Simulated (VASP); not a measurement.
# BaTiO3 in VASP: further runs

The runs below take BaTiO3 through single point, with r2SCAN.

Everything below comes from runs of VASP 6.6.1. Logs are shortened: lines on timing, memory, paths and dates and some standing lists are left out, and cuts for length are marked.

**1. The cell of the first run**

The typed cell holds 5 atoms: a = 4.002 Å, b = 4.002 Å, c = 4.002 Å, α = 89.85°, β = 90.15°, γ = 90.15°.

**2. Single point, r2SCAN**

The input, POSCAR:

```
BaTiO3
1.0
    4.0016834664     -0.0053936510     -0.0053600700
   -0.0053936510      4.0017444769      0.0053539665
   -0.0053600700      0.0053539665      4.0014962886
Ba Ti O
1 1 3
Direct
    0.4940094281      0.5059997390      0.5059863741
    0.9817456526      0.0182708323      1.0182212092
    0.5133512968     -0.0054473605     -0.0054385546
    0.0054415337      0.4866306189     -0.0054348210
    0.0054520888      0.9945461703      0.4866658023
```

The input, INCAR.step1:

```
ALGO = Normal
EDIFF = 1E-4
ENCUT = 520
GGA = PE
ISMEAR = -1
LASPH = T
LCHARG = F
LREAL = F
LWAVE = T
NBANDS = 28
NELM = 80
PREC = Accurate
SIGMA = 0.05
```

The input, INCAR.step2:

```
ALGO = Normal
EDIFF = 1E-7
ENCUT = 520
ISIF = 2
ISMEAR = -1
ISTART = 1
LASPH = T
LCHARG = F
LMIXTAU = T
LREAL = F
LWAVE = F
METAGGA = R2SCAN
NBANDS = 28
NELM = 80
PREC = Accurate
SIGMA = 0.05
```

The input, KPOINTS:

```
k-points
0
Gamma
  7 7 7
```

Potentials or basis: VASP PAW PBE potentials, release 64 (Ba_sv, Ti_sv, O).

The run is started by

```
> cat potpaw_PBE.64/Ba_sv/POTCAR potpaw_PBE.64/Ti_sv/POTCAR potpaw_PBE.64/O/POTCAR > POTCAR
> cp INCAR.step1 INCAR
> mpirun -np 1 vasp_std > vasp.out
> cp INCAR.step2 INCAR
> mpirun -np 1 vasp_std > vasp.out
```

OUTCAR:

```text
EDIFF = 1E-7
   ENCUT = 520
   ISIF = 2
   ISMEAR = -1
   ISTART = 1
   LASPH = T
   LREAL = F
   METAGGA = R2SCAN
   NELM = 80
   PREC = Accurate

 ion  position               nearest neighbor table
   1  0.494  0.506  0.506-   3 2.77   5 2.77   4 2.77   3 2.83   4 2.83   5 2.83   4 2.83   3 2.83
                             5 2.83   4 2.90   3 2.90   5 2.90   2 3.39   2 3.43   2 3.43   2 3.43
   2  0.982  0.018  0.018-   4 1.88   3 1.88   5 1.88   5 2.13   3 2.13   4 2.13   1 3.39   1 3.43
                             1 3.43   1 3.43   1 3.49   1 3.49   1 3.49   1 3.56
   3  0.513  0.995  0.995-   2 1.88   2 2.13   1 2.77   1 2.83   1 2.83   1 2.90
   4  0.005  0.487  0.995-   2 1.88   2 2.13   1 2.77   1 2.83   1 2.83   1 2.90
   5  0.005  0.995  0.487-   2 1.88   2 2.13   1 2.77   1 2.83   1 2.83   1 2.90

  LATTYP: Found a base centered monoclinic cell.
 ALAT       =     9.8237098624
 B/A-ratio  =     0.5753071372
 C/A-ratio  =     0.4073311932
 COS(beta)  =    -0.8168451727

  Lattice vectors:

 A1 = (   0.0107537210,  -4.0070984434,  -4.0068502551)
 A2 = (   4.0070435364,  -0.0107476175,  -4.0068563586)
 A3 = (  -0.0053600700,   0.0053539665,   4.0014962886)

Analysis of symmetry for initial positions (statically):
=====================================================================
 Subroutine PRICEL returns:
 Original cell was already a primitive cell.

 Routine SETGRP: Setting up the symmetry group for a
 base centered monoclinic supercell.

 Subroutine GETGRP returns: Found  1 space group operations
 (whereof  1 operations were pure point group operations)
 out of a pool of  4 trial point group operations.

The static configuration has the point symmetry C_1 .

Analysis of symmetry for dynamics (positions and initial velocities):
=====================================================================
 Subroutine PRICEL returns:
 Original cell was already a primitive cell.

 Routine SETGRP: Setting up the symmetry group for a
 base centered monoclinic supercell.

 Subroutine GETGRP returns: Found  1 space group operations
 (whereof  1 operations were pure point group operations)
 out of a pool of  4 trial point group operations.

The dynamic configuration has the point symmetry C_1 .

 Subroutine INISYM returns: Found  1 space group operations
 (whereof  1 operations are pure point group operations),
 and found     1 'primitive' translations

----------------------------------------------------------------------------------------

                                     Primitive cell

  volume of cell :      64.0785

  direct lattice vectors                    reciprocal lattice vectors
     4.001683466 -0.005393651 -0.005360070     0.249895729  0.000336368  0.000334289
    -0.005393651  4.001744477  0.005353966     0.000336368  0.249891918 -0.000333903
    -0.005360070  0.005353966  4.001496289     0.000334289 -0.000333903  0.249907411

  length of vectors
     4.001690691  4.001751693  4.001503460     0.249896179  0.249892367  0.249907858

  position of ions in fractional coordinates (direct lattice)
     0.494009428  0.505999739  0.505986374
     0.981745653  0.018270832  0.018221209
     0.513351297  0.994552640  0.994561445
     0.005441534  0.486630619  0.994565179
     0.005452089  0.994546170  0.486665802

  ion indices of the primitive-cell ions
   primitive index   ion index
                 1           1
                 2           2
                 3           3
                 4           4
                 5           5

----------------------------------------------------------------------------------------

 KPOINTS: k-points

Automatic generation of k-mesh.
 Grid dimensions read from file:
 generate k-points for:    7    7    7

 Generating k-lattice:

  Cartesian coordinates                     Fractional coordinates (reciprocal lattice)
     0.035699390  0.000048053  0.000047756     0.142857143  0.000000000  0.000000000
     0.000048053  0.035698845 -0.000047700     0.000000000  0.142857143 -0.000000000
     0.000047756 -0.000047700  0.035701059     0.000000000  0.000000000  0.142857143

  Length of vectors
     0.035699454  0.035698910  0.035701123

  Shift w.r.t. Gamma in fractional coordinates (k-lattice)
     0.000000000  0.000000000  0.000000000

 Subroutine IBZKPT returns following result:
 ===========================================

 Found    172 irreducible k-points:

 Following reciprocal coordinates:
            Coordinates               Weight
  0.000000  0.000000  0.000000      1.000000
  0.142857  0.000000  0.000000      2.000000
  0.000000  0.142857 -0.000000      2.000000
  0.285714  0.000000  0.000000      2.000000
  0.000000  0.285714 -0.000000      2.000000
  0.428571  0.000000  0.000000      2.000000
[... 16 lines left out ...]
 -0.285714  0.285714 -0.000000      2.000000
  0.428571  0.428571 -0.000000      2.000000
 [... further k-points ...]
   k-points           NKPTS =    172   k-points in BZ     NKDIM =    172   number of bands    NBANDS=     28
   number of dos      NEDOS =    301   number of ions     NIONS =      5
   total plane-waves  NPLWV =  27000
   dimension x,y,z NGX =    30 NGY =   30 NGZ =   30
   dimension x,y,z NGXF=    60 NGYF=   60 NGZF=   60
   ions per type =               1   1   3
   NGX,Y,Z   is equivalent  to a cutoff of  12.46, 12.46, 12.46 a.u.
   NGXF,Y,Z  is equivalent  to a cutoff of  24.93, 24.93, 24.93 a.u.
 SYSTEM =  unknown system
   PREC   = accura    normal or accurate (medium, high low for compatibility)
   ISTART =      1    job   : 0-new  1-cont  2-samecut
   ICHARG =      0    charge: 1-file 2-atom 10-const
   ISPIN  =      1    spin polarized calculation?
   LNONCOLLINEAR =      F non collinear calculations
   LSORBIT =      F    spin-orbit coupling
   LASPH  =      T    aspherical Exc in radial PAW
   ENCUT  =  520.0 eV  38.22 Ry    6.18 a.u.   7.44  7.44  7.44*2*pi/ulx,y,z
   NELM   =     80;   NELMIN=  2; NELMDL=  0     # of ELM steps
   EDIFF  = 0.1E-06   stopping-criterion for ELM
   LREAL  =      F    real-space projection
   EDIFFG = 0.1E-05   stopping-criterion for IOM
   NSW    =      0    number of steps for IOM
   IBRION =     -1    ionic relax: 0-MD 1-quasi-New 2-CG
   NFREE  =      0    steps in history (QN), initial steepest desc. (CG)
   ISIF   =      2    stress and relaxation
   ISYM   =      2    0-nonsym 1-usesym 2-fastsym
   POTIM  = 0.5000    time-step for ionic-motion
   TEBEG  =    0.0;   TEEND  =   0.0 temperature during run
   PSTRESS=    0.0 pullay stress
   NELECT =      40.0000    total number of electrons
   NUPDOWN=      -1.0000    fix difference up-down
   EMIN   =  10.00;   EMAX   =-10.00  energy-range for DOS
   EFERMI =   0.00;   METHOD = LEGACY
   ISMEAR =    -1;   SIGMA  =   0.05  broadening in eV -4-tet -1-fermi 0-gaus
   EFERMI_NEDOS =   21; number of points for ismear=-14 and -15
   IALGO  =     38    algorithm
   IMIX   =      4    mixing-type and parameters
     AMIX     =   0.40;   BMIX     =  1.00
     AMIX_MAG =   1.60;   BMIX_MAG =  1.00
  volume/ion in A,a.u.               =      12.82        86.48
  Fermi-wavevector in a.u.,A,eV,Ry     =   1.399128  2.643968 26.634208  1.957559
  Thomas-Fermi vector in A             =   2.522218
   LORBIT       =      0    0 simple, 1 ext, 2 COOP (PROOUT), +10 PAW based schemes
   METAGGA = R2SCAN    functional components
   LHFCALC =     F    Hartree Fock is set to
   AEXX    =    0.0000 exact exchange contribution
   IVDW    =     0    specifies the selected vdW correction
   LEPSILON=     F    determine dielectric tensor
   LRPA    =     F    only Hartree local field effects (RPA)
 non-spin polarized calculation
  energy-cutoff  :      520.00
  volume of cell :       64.08
 maximum number of plane-waves:      1748
 NGX is ok and might be reduce to    30
   NGX = 15   NGY = 15   NGZ = 15

 number of electron      40.0000005 magnetization

 Free energy of the ion-electron system (eV)
  ---------------------------------------------------
  ext. energy  EPLUGINS =         0.00000000
  ---------------------------------------------------
  free energy    TOTEN  =       -74.25317407 eV

  energy without entropy =      -74.25317407  energy(sigma->0) =      -74.25317407

 E-fermi :   4.5024     XC(G=0): -11.9058

 val. band max:        3.4184223565   @ k =  -0.4286   0.4286   0.4286
 cond. band min:       6.2205774589   @ k =   0.0000   0.0000   0.0000
 fundamental gap:      2.8021551024
 Fermi energy:         4.5024488827

 k-point     1 :       0.0000    0.0000    0.0000
  band No.  band energies     occupation
      1     -55.0490      2.00000
      2     -30.2501      2.00000
      3     -30.2499      2.00000
      4     -30.2468      2.00000
      5     -21.9763      2.00000
      6     -14.3230      2.00000
[... 20 lines left out ...]
     27       9.1100      0.00000
     28      11.7841      0.00000

 k-point     2 :       0.1429    0.0000    0.0000
  band No.  band energies     occupation
      1     -55.0488      2.00000
      2     -30.2604      2.00000
      3     -30.2496      2.00000
      4     -30.2473      2.00000
      5     -21.9525      2.00000
      6     -14.3360      2.00000
[... 20 lines left out ...]
     27       9.5147      0.00000
     28      12.2682      0.00000

 k-point     3 :       0.0000    0.1429   -0.0000
  band No.  band energies     occupation
      1     -55.0488      2.00000
      2     -30.2605      2.00000
      3     -30.2496      2.00000
      4     -30.2472      2.00000
      5     -21.9525      2.00000
      6     -14.3360      2.00000
[... 20 lines left out ...]
     27       9.5148      0.00000
     28      12.2682      0.00000

 k-point     4 :       0.2857    0.0000    0.0000
  band No.  band energies     occupation
      1     -55.0483      2.00000
      2     -30.2854      2.00000
      3     -30.2488      2.00000
      4     -30.2465      2.00000
      5     -21.8980      2.00000
      6     -14.4285      2.00000
[... 578 lines left out ...]
     27      12.6451      0.00000
     28      13.0454      0.00000

 k-point    23 :      -0.2857    0.2857   -0.0000
  band No.  band energies     occupation
      1     -55.0476      2.00000
      2     -30.2843      2.00000
      3     -30.2829      2.00000
      4     -30.2462      2.00000
      5     -21.8375      2.00000
      6     -14.2676      2.00000
[... 20 lines left out ...]
     27      11.9443      0.00000
     28      12.7950      0.00000

 k-point    24 :       0.4286    0.4286   -0.0000
  band No.  band energies     occupation
      1     -55.0468      2.00000
      2     -30.3035      2.00000
      3     -30.3007      2.00000
      4     -30.2448      2.00000
      5     -21.7739      2.00000
      6     -14.0692      2.00000
[... 20 lines left out ...]
     27      12.2674      0.00000
     28      13.9136      0.00000

 [... further k-points ...]
[... 5 lines left out ...]
  --------------------------------------------------------------------------------------
  -------------------------------------------------------------------------------------
  Total        1.6046756      1.6054013      1.6054864      0.0137091     -0.0129923      0.0132428
  in kB       40.1222854     40.1404306     40.1425593      0.3427733     -0.3248521      0.3311134
  external PRESSURE =      40.1350917 kB  Pullay stress =       0.0000000 kB

 VOLUME and BASIS-vectors are now :
 -----------------------------------------------------------------------------
  energy-cutoff  :      520.00
  volume of cell :       64.08
      direct lattice vectors                 reciprocal lattice vectors
     4.001683466 -0.005393651 -0.005360070     0.249895729  0.000336368  0.000334289
    -0.005393651  4.001744477  0.005353966     0.000336368  0.249891918 -0.000333903
    -0.005360070  0.005353966  4.001496289     0.000334289 -0.000333903  0.249907411

 POSITION                                       TOTAL-FORCE (eV/Angst)
 -----------------------------------------------------------------------------------
      1.97143      2.02493      2.02476         0.016098     -0.016211     -0.016380
      3.92844      0.06792      0.06775         0.093119     -0.093294     -0.092770
      2.04357      3.98250      3.98231        -0.093076      0.007992      0.007949
      0.01382      1.95267      3.98233        -0.008043      0.093512      0.007909
      0.01384      3.98250      1.95269        -0.008098      0.008001      0.093291
 -----------------------------------------------------------------------------------
    total drift:                               -0.000483      0.000479      0.000491

  FREE ENERGIE OF THE ION-ELECTRON SYSTEM (eV)
  ---------------------------------------------------
  free  energy   TOTEN  =       -74.2531740704 eV

  energy  without entropy=      -74.2531740703  energy(sigma->0) =      -74.25317407
```

It took 8.4 min on 1 thread of AMD EPYC 9R45 (Zen 5), shared host; peak memory 0.37 GiB.

What came out:

- Free energy: -74.2532 eV
- Pressure: 4.0 GPa
- Largest force: 0.161 eV/Å
- Band gap on the k mesh: 2.80 eV (least direct gap 3.14 eV)

Forces in eV/Å, atoms in the order of the input:
```
Ba   0.016 -0.016 -0.016
Ti   0.093 -0.093 -0.093
O   -0.093  0.008  0.008
O   -0.008  0.094  0.008
O   -0.008  0.008  0.093
```

Caveat: the cell stands under pressure; the PAW data sets were made with another functional, which shifts forces and pressure a little; spin-orbit coupling is left out, which moves the levels of the heavy elements; an odd mesh through Γ misses points on the zone boundary, where band edges can lie. r2SCAN opens gaps a little over a GGA but as a rule still falls short of measured ones.

**3. Single point, r2SCAN**

This run uses another cell than the first one, of 13.03 Å³/atom.

The input, POSCAR:

```
BaTiO3
1.0
    4.0239987753     -0.0073147775     -0.0072606836
   -0.0073147775      4.0240027743      0.0072534907
   -0.0072606836      0.0072534907      4.0234935159
Ba Ti O
1 1 3
Direct
    0.4929475961      0.5070514913      0.5070099763
    0.9794664425      0.0205320881      1.0204637267
    0.5156161211     -0.0059756486     -0.0059624575
    0.0059745290      0.4843852691     -0.0059639662
    0.0059953112      0.9940068002      0.4844527307
```

The input, INCAR.step1:

```
SYSTEM = BaTiO3
  PREC = Accurate
  ENCUT = 520
  ISMEAR = -1
  SIGMA = 0.05
  LREAL = .FALSE.
  LASPH = .TRUE.
  NELM = 80
  NBANDS = 28
  GGA = PE
  ALGO = Normal
  EDIFF = 1E-4
  LWAVE = .TRUE.
  LCHARG = .FALSE.
```

The input, INCAR.step2:

```
SYSTEM = BaTiO3
  PREC = Accurate
  ENCUT = 520
  EDIFF = 1E-7
  ISMEAR = -1
  SIGMA = 0.05
  LREAL = .FALSE.
  LASPH = .TRUE.
  NELM = 80
  ALGO = Normal
  ISIF = 2
  LWAVE = .FALSE.
  LCHARG = .FALSE.
  METAGGA = R2SCAN
  LMIXTAU = .TRUE.
  NBANDS = 28
  ISTART = 1
```

The input, KPOINTS:

```
regular mesh
0
G
  7 7 7
  0 0 0
```

Potentials or basis: VASP PAW PBE potentials, release 64 (Ba_sv, Ti_sv, O).

The run is started by

```
> cat potpaw_PBE.64/Ba_sv/POTCAR potpaw_PBE.64/Ti_sv/POTCAR potpaw_PBE.64/O/POTCAR > POTCAR
> cp INCAR.step1 INCAR
> mpirun -np 1 vasp_std > vasp.out
> cp INCAR.step2 INCAR
> mpirun -np 1 vasp_std > vasp.out
```

Run time: 6.9 min. Hardware: 1 thread of AMD EPYC 9R45 (Zen 5), shared host; peak memory 0.27 GiB.

It converged, with:

- Free energy: -74.2686 eV
- Pressure: 1.9 GPa
- Largest force: 0.172 eV/Å
- Band gap on the k mesh: 2.91 eV (least direct gap 3.31 eV)

Forces on the atoms (eV/Å):
```
Ba   0.018 -0.018 -0.018
Ti   0.100 -0.100 -0.099
O   -0.102  0.008  0.008
O   -0.008  0.102  0.008
O   -0.008  0.008  0.102
```

Levels at points of the mesh, in eV from the valence-band top:
| k point | band 16 | band 17 | band 18 | band 19 | band 20 | band 21 | band 22 | band 23 | band 24 | band 25 |
| --- | --- | --- | --- | --- | --- | --- | --- | --- | --- | --- |
| (0.00, 0.00, 0.00) | -1.29 | -1.01 | -0.53 | -0.40 | -0.40 | 2.91 | 2.91 | 3.05 | 4.86 | 4.86 |

Caveat: the PAW data sets were made with another functional, which shifts forces and pressure a little; spin-orbit coupling is left out, which moves the levels of the heavy elements; an odd mesh through Γ misses points on the zone boundary, where band edges can lie.
